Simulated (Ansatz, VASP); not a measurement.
**Two plane-wave programs on Sn4SeS3**

```xyz
8
Lattice="0.0015 4.1310 0.0014 -0.7203 0.0009 4.2411 12.0404 -2.0611 0.0243" Properties=species:S:1:pos:R:3 pbc="T T T"
Sn   10.0564    2.0641    3.5391
Sn    1.3124    2.0533    1.6416
Sn    4.5866    2.0775    0.0635
Sn    7.0570    0.0089    2.6746
Se   10.5999   -0.0001    1.5717
S     0.5667   -0.0056    4.0856
S     4.4391    0.0109    2.6167
S     7.0699    2.0743    0.8755
```

Change from the starting cell: cell x1, atoms moved at random (sigma 0.15 Å) and cell strained at random (1.5 %), then relaxed without symmetry.

Alike in both runs: functional PBE; k mesh 4 × 4 × 4; occupations gaussian, width 0.1 eV; no spin polarisation.

Ansatz relaxed the structure, and its values are those at the end. VASP's run is a single point on that final structure, the one shown.

|  | VASP | Ansatz |
| --- | --- | --- |
| version | VASP 6.6.1 | Ansatz 0.2.0 |
| potentials or method | VASP PAW PBE potentials, release 64 (Sn_d, Se, S), cutoff 520 eV | scalar-relativistic, plane waves, PAW |
| valence electrons in the cell | 80 | 90 |

Ansatz gave:

```
gap on the k mesh at the Fermi level (eV) : 0.61
least direct gap on the mesh (eV)         : 1.10
pressure (GPa)                            : 0.0
rms of the force components (eV/Å)        : 0.003
```

Q: Estimate VASP's values.

A: gap on the k mesh at the Fermi level (eV): 0.61; least direct gap on the mesh (eV): 1.10; pressure (GPa): 0.0; rms of the force components (eV/Å): 0.005.

With one functional, cell and mesh, what is left measures potentials, basis and numerics. VASP's potentials hold 80 valence electrons a cell and Ansatz's 90, so a difference there can come from the potentials and not from the codes.
